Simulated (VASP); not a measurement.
A run of VASP 6.6.1 is set up as follows.

Contents of INCAR:

```
ALGO = Normal
EDIFF = 1E-6
ENCUT = 600
GGA = RP
GGA_COMPAT = False
ISIF = 2
ISMEAR = -5
ISPIN = 2
LASPH = True
LCHARG = False
LDAU = True
LDAUJ = 0 0
LDAUL = 2 -1
LDAUPRINT = 1
LDAUTYPE = 2
LDAUU = 3.5 0
LMAXMIX = 4
LORBIT = 11
LREAL = False
LWAVE = False
MAGMOM = -4.67 0
NBANDS = 22
NELM = 200
PREC = Accurate
SIGMA = 0.1
```

File KPOINTS:

```
k-points
0
Gamma
  9 9 9
```

The input POSCAR:

```
MnS
1.0
    0.0294290000      2.5978990000      2.6933590000
    2.6021250000      0.0213700000      2.7014180000
    2.5687460000      2.5725780000      0.0547500000
Mn S
1 1
Direct
    0.0000000000      0.0000000000      0.0000000000
    0.5000000000      0.5000000000      0.5000000000
```

Potentials or basis: VASP PAW PBE potentials, release 64 (Mn_sv, S).

Command:

```bash
$ cat potpaw_PBE.64/Mn_sv/POTCAR potpaw_PBE.64/S/POTCAR > POTCAR
$ mpirun -np 1 vasp_std > vasp.out
```

Task: Predict the net moment.

Result: -5.00 μB per cell.

Task: Estimate the band gap on the k mesh.

Result: 0.27 eV (least direct gap 2.32 eV).

Eigenvalues of the final occupation matrices:
```
    site  spin  trace               eigenvalues
site 1 d     1   0.16  0.01 0.01 0.01 0.06 0.07
site 1 d     2   4.55  0.90 0.90 0.90 0.92 0.92
```

Caveat: the cell differs from its parent crystal (the cell strained at random); semilocal functionals underestimate gaps, and a narrow one can read as zero; a cell with one magnetic atom can't hold antiferromagnetic order, which such compounds often take. The state reached can hang on the start; a lower one may exist.
